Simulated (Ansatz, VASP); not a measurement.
One calculation of CdSe, two programs

The input INCAR:

```
PREC     = Accurate       # precision mode
ENCUT    = 520            # plane-wave cutoff, eV
EDIFF    = 1E-7           # SCF threshold, eV
ISMEAR   = 0              # smearing method
SIGMA    = 0.01           # smearing width, eV
LREAL    = False          # projectors in reciprocal space
LASPH    = True           # aspherical terms in the spheres
NELM     = 100            # most SCF steps
ALGO     = Normal         # electronic algorithm
ISIF     = 2              # what is computed and relaxed
LWAVE    = False          # write WAVECAR
LCHARG   = False          # write CHGCAR
GGA      = PS             # functional
NBANDS   = 26             # bands
```

Contents of KPOINTS:

```
regular mesh
0
Gamma
  15 15 8
```

POSCAR

```
CdSe
1.0
    4.3020798272      0.0000000000      0.0000000000
   -2.1510399136      3.7257104194      0.0000000000
    0.0000000000      0.0000000000      7.0217824360
Cd Se
2 2
Direct
    0.3333333333      0.6666666667     -0.0278221274
    0.6666666667      0.3333333333      0.4721778726
    0.3333333333      0.6666666667      0.4038221274
    0.6666666667      0.3333333333      0.9038221274
```

Input for Ansatz:

```yaml
crystal:
  lattice:
    - [4.3020798264, 0.0, 0.0]
    - [-2.1510399132, 3.7257104188, 0.0]
    - [0.0, 0.0, 7.021782437]
  atoms:
    - { symbol: Cd, position: [0.3333333333, 0.6666666667, -0.0278221274] }
    - { symbol: Cd, position: [0.6666666667, 0.3333333333, 0.4721778726] }
    - { symbol: Se, position: [0.3333333333, 0.6666666667, 0.4038221274] }
    - { symbol: Se, position: [0.6666666667, 0.3333333333, 0.9038221274] }
basis:
  ecutwfc: 420
  xc_grid: 2
kpoints:
  mp_grid: { grid: [15, 15, 8] }
hamiltonian:
  xc: pbesol
  pseudopotentials: { kind: paw, azcp: { folder: soft_1 } }
scf:
  occupations: { method: fixed }
output:
  forces: true
  stress: true
  eigenvalues: true
  polarization: {}
```

Change from the starting cell: polar distortion scaled by 0.55.

Alike in both runs: task single point; functional PBEsol; k mesh 15 × 15 × 8; no spin polarisation.

|  | VASP | Ansatz |
| --- | --- | --- |
| version | VASP 6.6.1 | Ansatz 0.2.0 |
| potentials or method | VASP PAW PBE potentials, release 64 (Cd, Se), cutoff 520 eV | scalar-relativistic, plane waves, PAW |
| occupations | gaussian, width 0.01 eV | fixed |
| valence electrons in the cell | 36 | 72 |

```csv
,VASP,Ansatz,Ansatz less VASP
gap on the k mesh at the Fermi level (eV),0.78,0.78,+0.001
least direct gap on the mesh (eV),0.79,0.78,-0.005
pressure (GPa),2.3,1.9,-0.39
"traceless stress, the component that is largest in VASP (GPa)",-4.85,-4.60,+0.247
rms of the force components (eV/Å),0.434,0.420,-0.0134
```

VASP's potentials were made for PBE, not for PBEsol, and Ansatz warns of the same on its side. Atom by atom the forces differ by 0.013 eV/Å (rms over components). VASP's potentials hold 36 valence electrons a cell and Ansatz's 72, so a difference there can come from the potentials and not from the codes.
